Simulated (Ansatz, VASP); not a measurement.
# IrO: VASP beside Ansatz

```
CELL_PARAMETERS angstrom
2.98633 0.00000 0.00000
0.00000 2.98633 0.00000
0.00000 0.00000 2.98633
ATOMIC_POSITIONS crystal
Ir 0.00000 0.00000 0.00000
O 0.50000 0.50000 0.50000
```

Alike in both runs: task single point; functional PBE; k mesh 14 × 14 × 14; occupations gaussian, width 0.1 eV; collinear spin.

|  | VASP | Ansatz |
| --- | --- | --- |
| version | VASP 6.6.1 | Ansatz 0.2.0 |
| potentials or method | VASP PAW PBE potentials, release 64 (Ir, O), cutoff 520 eV | scalar-relativistic, plane waves, PAW |
| valence electrons in the cell | 15 | 23 |

```csv
,VASP,Ansatz,Ansatz less VASP
gap on the k mesh at the Fermi level (eV),none,none,-
net moment per atom (μB),0.00,0.00,0.000
```

A gap of «none» marks a metal or a gap that the smearing closes. VASP's potentials hold 15 valence electrons a cell and Ansatz's 23, so a difference there can come from the potentials and not from the codes. Ansatz's warnings: seeded moment not kept.

Neither program's run includes spin-orbit coupling.
